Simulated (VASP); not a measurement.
A run of VASP 6.6.1:

The input INCAR:

```
  ALGO = Normal
  EDIFF = 1E-7
  ENCUT = 520
  GGA = PE
  ISIF = 2
  ISMEAR = 0
  LASPH = T
  LCHARG = F
  LREAL = F
  LWAVE = F
  NBANDS = 24
  NELM = 100
  PREC = Accurate
  SIGMA = 0.1
```

File KPOINTS:

```
k-points
0
Gamma
  6 6 2
```

The input POSCAR:

```
Ca2MgAs2
1.0
    3.5839842660      0.0000000000      0.0000000000
    0.0000000000      3.5839842660      0.0000000000
    0.0000000000      0.0000000000     10.5919003434
Ca Mg As
2 1 2
Direct
    0.0000000000      0.0000000000      0.8128052504
    0.0000000000      0.0000000000      0.1871947496
    0.0000000000      0.0000000000      0.5000000000
    0.5000000000      0.5000000000      0.3417091834
    0.5000000000      0.5000000000      0.6582908166
```

Potentials or basis: VASP PAW PBE potentials, release 64 (Ca_sv, Mg, As).

Command:

```sh
$ cat potpaw_PBE.64/Ca_sv/POTCAR potpaw_PBE.64/Mg/POTCAR potpaw_PBE.64/As/POTCAR > POTCAR
$ mpirun -np 1 vasp_std > vasp.out
```

Hardware: 1 thread of Intel(R) Xeon(R) Platinum 8375C CPU @ 2.90GHz (Ice Lake), on a shared host.

How long does it take, and how much memory?

Wall time 110 s on 1 thread of Intel(R) Xeon(R) Platinum 8375C CPU @ 2.90GHz (Ice Lake), on a shared host, peak memory 0.27 GiB. Counts: scf iterations 14, k points 20.
